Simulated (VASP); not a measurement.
**AlRu: electric field gradients with PBEsol**

AlRu:

```xyz
2
Lattice="2.9916 0.0299 0.0299 0.0299 2.9916 0.0299 0.0299 0.0299 2.9916" Properties=species:S:1:pos:R:3 pbc="T T T"
Al    0.0000    0.0000    0.0000
Ru    1.5257    1.5257    1.5257
```

This cell differs from its parent crystal: equal xy, yz and zx shear strains of +2 %.

```yaml
Program: VASP 6.6.1
Task: electric field gradients
Functional: PBEsol
Potentials_or_basis: VASP PAW PBE potentials, release 64 (Al, Ru_pv)
Cutoff: 520 eV
k_mesh: 12 × 12 × 12
Occupations: fermi-dirac, width 0.05 eV
Spin: no spin polarisation
Dipole_correction: no
Further_INCAR_settings: ALGO = Normal; EDIFF = 1e-08; NBANDS = 16
```

* Pressure: -3.1 GPa
* Band gap on the k mesh: zero (an odd number of electrons rules out a gap without spin polarisation)
* Largest electric field gradient by atom: Al +5.4; Ru +6.2 V/Å²

Stress tensor (GPa, compression positive):
```
-3.08 -2.42 -2.42
-2.42 -3.08 -2.42
-2.42 -2.42 -3.08
```

Levels at points of the mesh, in eV from the Fermi level:
```csv
k point,band 6,band 7,band 8,band 9,band 10,band 11,band 12,band 13
"(0.00, 0.00, 0.00)",-3.58,0.14,0.14,0.28,6.07,6.07,6.12,11.02
"(0.50, 0.00, 0.00)",-2.79,-1.65,-1.53,0.44,2.29,7.45,10.91,11.09
"(0.50, 0.50, 0.00)",-1.49,-1.21,-1.16,-1.15,1.53,5.26,6.32,10.57
"(0.50, 0.50, 0.50)",-4.59,1.63,1.63,2.55,3.86,4.27,4.27,8.30
```

Electric field gradients, principal values (V/Å²):
```tsv
atom	least	middle	greatest (by size)
1 Al	-2.702	-2.702	5.404
2 Ru	-3.095	-3.095	6.190
```

Wall time 85 s on 1 thread of Intel Xeon 8259CL, with other jobs on the host, peak memory 0.2 GiB.

Caveat: the cell differs from its parent crystal (equal xy, yz and zx shear strains of +2 %); the cell stands under tension; without QUAD_EFG the Cq values of the log hold for a quadrupole moment of 1 mb, not for the nuclei; the PAW data sets were made with another functional, which shifts forces and pressure a little.
